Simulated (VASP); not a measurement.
# Mg3Zr2CuSi3 (P-62m) in VASP: further runs, part 2 of 2

VASP 6.6.1. Earlier steps stand in the parts before.

## Step 4: Single point, PBE

This run uses another cell than the first one, of 17.90 Å³/atom.

The input, INCAR:

```
SYSTEM = Mg3Zr2CuSi3
PREC     = Accurate       ! precision mode
ENCUT    = 520            ! plane-wave cutoff, eV
EDIFF    = 1E-6           ! SCF threshold, eV
ISMEAR   = 0              ! smearing method
SIGMA    = 0.1            ! smearing width, eV
LREAL    = .False.        ! projectors in reciprocal space
LASPH    = .True.         ! aspherical terms in the spheres
NELM     = 100            ! most SCF steps
ALGO     = Fast           ! electronic algorithm
ISIF     = 2              ! what is computed and relaxed
LWAVE    = .False.        ! write WAVECAR
LCHARG   = .False.        ! write CHGCAR
GGA      = PE             ! functional
NBANDS   = 36             ! bands
```

The input, KPOINTS:

```
regular mesh
0
Gamma
  6 6 10
  0 0 0
```

The input, POSCAR:

```
Mg3Zr2CuSi3
1.0
    7.7038947395      0.0000000000      0.0000000000
   -3.8519473698      6.6717685525      0.0000000000
    0.0000000000      0.0000000000      3.1338435378
Mg Zr Si Cu
3 2 3 1
Direct
    0.2542161283      0.0000000000      0.0000000000
    0.7457838717      0.7457838717      0.0000000000
    0.0000000000      0.2542161283      0.0000000000
    0.6666666667      0.3333333333      0.0000000000
    0.3333333333      0.6666666667      0.0000000000
    0.6253971124      0.0000000000      0.5000000000
    0.0000000000      0.6253971124      0.5000000000
    0.3746028876      0.3746028876      0.5000000000
    0.0000000000      0.0000000000      0.5000000000
```

Potentials or basis: VASP PAW PBE potentials, release 64 (Mg, Zr_sv, Si, Cu).

Run with:

```sh
$ cat potpaw_PBE.64/Mg/POTCAR potpaw_PBE.64/Zr_sv/POTCAR potpaw_PBE.64/Si/POTCAR potpaw_PBE.64/Cu/POTCAR > POTCAR
$ mpirun -np 1 vasp_std > vasp.out
```

OUTCAR:

```text
SYSTEM = Mg3Zr2CuSi3
   PREC = Accurate
   ENCUT = 520
   EDIFF = 1E-6
   ISMEAR = 0
   LREAL = .False.
   LASPH = .True.
   NELM = 100
   ISIF = 2
   GGA = PE

 ion  position               nearest neighbor table
   1  0.254  0.000  0.000-   9 2.51   9 2.51   5 2.92   4 2.92   7 2.99   7 2.99   8 2.99   8 2.99
                             6 3.26   6 3.26   2 3.39   3 3.39
   2  0.746  0.746  0.000-   9 2.51   9 2.51   5 2.92   4 2.92   7 2.99   7 2.99   6 2.99   6 2.99
                             8 3.26   8 3.26   1 3.39   3 3.39
   3  0.000  0.254  0.000-   9 2.51   9 2.51   4 2.92   5 2.92   6 2.99   6 2.99   8 2.99   8 2.99
                             7 3.26   7 3.26   2 3.39   1 3.39
   4  0.667  0.333  0.000-   6 2.89   6 2.89   7 2.89   7 2.89   8 2.89   8 2.89   3 2.92   1 2.92
                             2 2.92
   5  0.333  0.667  0.000-   7 2.89   7 2.89   6 2.89   6 2.89   8 2.89   8 2.89   1 2.92   3 2.92
                             2 2.92
   6  0.625  0.000  0.500-   9 2.89   4 2.89   4 2.89   5 2.89   5 2.89   3 2.99   3 2.99   2 2.99
                             2 2.99   1 3.26   1 3.26
   7  0.000  0.625  0.500-   9 2.89   5 2.89   5 2.89   4 2.89   4 2.89   1 2.99   1 2.99   2 2.99
                             2 2.99   3 3.26   3 3.26
   8  0.375  0.375  0.500-   9 2.89   4 2.89   4 2.89   5 2.89   5 2.89   3 2.99   3 2.99   1 2.99
                             1 2.99   2 3.26   2 3.26
   9  0.000  0.000  0.500-   2 2.51   2 2.51   1 2.51   1 2.51   3 2.51   3 2.51   8 2.89   6 2.89
                             7 2.89

  LATTYP: Found a hexagonal cell.
 ALAT       =     7.7038947395
 C/A-ratio  =     0.4067869102

  Lattice vectors:

 A1 = (   7.7038947395,   0.0000000000,   0.0000000000)
 A2 = (  -3.8519473698,   6.6717685525,   0.0000000000)
 A3 = (   0.0000000000,   0.0000000000,   3.1338435378)

Analysis of symmetry for initial positions (statically):
=====================================================================
 Subroutine PRICEL returns:
 Original cell was already a primitive cell.

 Routine SETGRP: Setting up the symmetry group for a
 hexagonal supercell.

 Subroutine GETGRP returns: Found 12 space group operations
[... 162 lines left out ...]
 non-spin polarized calculation
 RMM-DIIS sequential band-by-band and
 Gauss-broadening in eV      SIGMA  =   0.10
  energy-cutoff  :      520.00
  volume of cell :      161.08
 maximum number of plane-waves:      4397
 NGX is ok and might be reduce to    60
   NGX = 29   NGY = 29   NGZ = 11

 number of electron      53.0000008 magnetization

 Free energy of the ion-electron system (eV)
  ---------------------------------------------------
  ext. energy  EPLUGINS =         0.00000000
  ---------------------------------------------------
  free energy    TOTEN  =       -42.38816124 eV

  energy without entropy =      -42.36965500  energy(sigma->0) =      -42.37890812

 E-fermi :   7.0951     XC(G=0): -10.4587

 val. band max:        7.0650345355   @ k =   0.0000   0.0000   0.4000
 cond. band min:       7.1017107332   @ k =   0.3333   0.3333   0.4000
 fundamental gap:      0.0366761977
 Fermi energy:         7.0950757911

 k-point     1 :       0.0000    0.0000    0.0000
  band No.  band energies     occupation
      1     -41.7981      2.00000
      2     -41.7970      2.00000
      3     -19.9613      2.00000
      4     -19.9613      2.00000
      5     -19.9412      2.00000
      6     -19.9412      2.00000
[... 925 lines left out ...]
     35      10.0265      0.00000
     36      10.1040      0.00000

 [... further k-points ...]

------------------------ aborting loop because EDIFF is reached ----------------------------------------

  FORCE on cell =-STRESS in cart. coord.  units (eV):
  Direction    XX          YY          ZZ          XY          YZ          ZX
  --------------------------------------------------------------------------------------
  -------------------------------------------------------------------------------------
  Total       -0.0096135     -0.0096135      0.0026767      0.0000000      0.0000000      0.0000000
  in kB       -0.0956233     -0.0956233      0.0266241      0.0000000      0.0000000      0.0000000
  external PRESSURE =      -0.0548741 kB  Pullay stress =       0.0000000 kB

 VOLUME and BASIS-vectors are now :
 -----------------------------------------------------------------------------
  energy-cutoff  :      520.00
  volume of cell :      161.08
      direct lattice vectors                 reciprocal lattice vectors
     7.703894739  0.000000000  0.000000000     0.129804473  0.074942648  0.000000000
    -3.851947370  6.671768552  0.000000000     0.000000000  0.149885295  0.000000000
     0.000000000  0.000000000  3.133843538     0.000000000  0.000000000  0.319096977

 POSITION                                       TOTAL-FORCE (eV/Angst)
 -----------------------------------------------------------------------------------
      1.95845      0.00000      0.00000         0.000499      0.000000      0.000000
      2.87272      4.97570      0.00000        -0.000249     -0.000432      0.000000
     -0.97923      1.69607      0.00000        -0.000249      0.000432      0.000000
      3.85195      2.22392      0.00000         0.000000      0.000000      0.000000
     -0.00000      4.44785      0.00000         0.000000      0.000000      0.000000
      4.81799      0.00000      1.56692         0.000604      0.000000     -0.000000
     -2.40900      4.17250      1.56692        -0.000302      0.000523      0.000000
      1.44295      2.49926      1.56692        -0.000302     -0.000523      0.000000
      0.00000      0.00000      1.56692         0.000000      0.000000      0.000000
 -----------------------------------------------------------------------------------
    total drift:                               -0.000001     -0.000002     -0.000000

  FREE ENERGIE OF THE ION-ELECTRON SYSTEM (eV)
  ---------------------------------------------------
  free  energy   TOTEN  =       -42.3881612391 eV

  energy  without entropy=      -42.3696550045  energy(sigma->0) =      -42.37890812
```

OSZICAR:

```text
N       E                     dE             d eps       ncg     rms          rms(c)
DAV:   1     0.455285654233E+03    0.45529E+03   -0.22538E+04  3024   0.141E+03
DAV:   2     0.485994186221E+01   -0.45043E+03   -0.43436E+03  3132   0.369E+02
DAV:   3    -0.397810283527E+02   -0.44641E+02   -0.43074E+02  4536   0.110E+02
[... 17 lines left out ...]
RMM:  21    -0.423881566230E+02   -0.80730E-05   -0.79234E-05  4602   0.274E-02    0.313E-02
RMM:  22    -0.423881594674E+02   -0.28444E-05   -0.42311E-05  4288   0.202E-02    0.286E-02
RMM:  23    -0.423881601467E+02   -0.67931E-06   -0.22409E-05  4297   0.187E-02    0.215E-02
RMM:  24    -0.423881610311E+02   -0.88437E-06   -0.11845E-05  3783   0.145E-02    0.221E-02
RMM:  25    -0.423881612391E+02   -0.20800E-06   -0.52325E-06  3437   0.111E-02
   1 F= -.42388161E+02 E0= -.42378908E+02  d E =-.185062E-01
```

stdout:

```text
POSCAR found type information on POSCAR MgZrSiCu
 POSCAR found :  4 types and       9 ions
 scaLAPACK will be used
 LDA part: xc-table for (Slater+PW92), standard interpolation
 POSCAR, INCAR and KPOINTS ok, starting setup
 FFT: planning ... GRIDC
 FFT: planning ... GRID_SOFT
 FFT: planning ... GRID
 WAVECAR not read
 entering main loop
WARNING in EDDRMM: call to ZHEGV failed, returncode =   8  4     11
WARNING in EDDRMM: call to ZHEGV failed, returncode =   6  3     24
WARNING in EDDRMM: call to ZHEGV failed, returncode =   8  4     11
WARNING in EDDRMM: call to ZHEGV failed, returncode =   6  3     21
WARNING in EDDRMM: call to ZHEGV failed, returncode =   6  3     30
WARNING in EDDRMM: call to ZHEGV failed, returncode =   6  3     17
```

Run time: 28 min. Hardware: 1 thread of Intel Xeon 8259CL, shared host; peak memory 0.42 GiB.

Results:

| Property | Result |
| --- | --- |
| Free energy | -42.3882 eV |
| Pressure | 0.0 GPa |
| Band gap on the k mesh | zero (an odd number of electrons rules out a gap without spin polarisation) |

## Step 5: Overview

```csv
task,cell,k mesh,cutoff (eV),smearing,gap on the mesh (eV),pressure (GPa),largest force (eV/Å)
single point,"a = 7.650, b = 7.650, c = 3.168 Å, angles 90.0, 90.0, 120.0°, 9 atoms, atomic positions A",3 × 3 × 4,520,gaussian 0.2 eV,none,0.0,0.01
relaxation of cell and atoms,"relaxed from a = 6.410, b = 6.410, c = 3.850 Å, angles 90.0, 90.0, 120.0°, 9 atoms, atomic positions B",3 × 3 × 4,600,gaussian 0.2 eV,none,0.2,0.05
single point,"a = 7.704, b = 7.704, c = 3.134 Å, angles 90.0, 90.0, 120.0°, 9 atoms, atomic positions C",6 × 6 × 10,520,gaussian 0.1 eV,none,0.0,-
```

Alike in all rows: level PBE; potentials or basis VASP PAW PBE potentials, release 64 (Mg, Zr_sv, Si, Cu); no spin polarisation.

Caveats: some runs use coarse meshes; the volume moved by over 15 % at a fixed basis, so the end points are rough (at least some runs); the relaxation stopped at a loose force limit of 0.08 eV/Å, so its end isn't a converged minimum (at least some runs).

Absolute energies hang on the potentials; compare differences alone.

The gap in the log of VASP goes by the Fermi energy; the results here count the filled bands.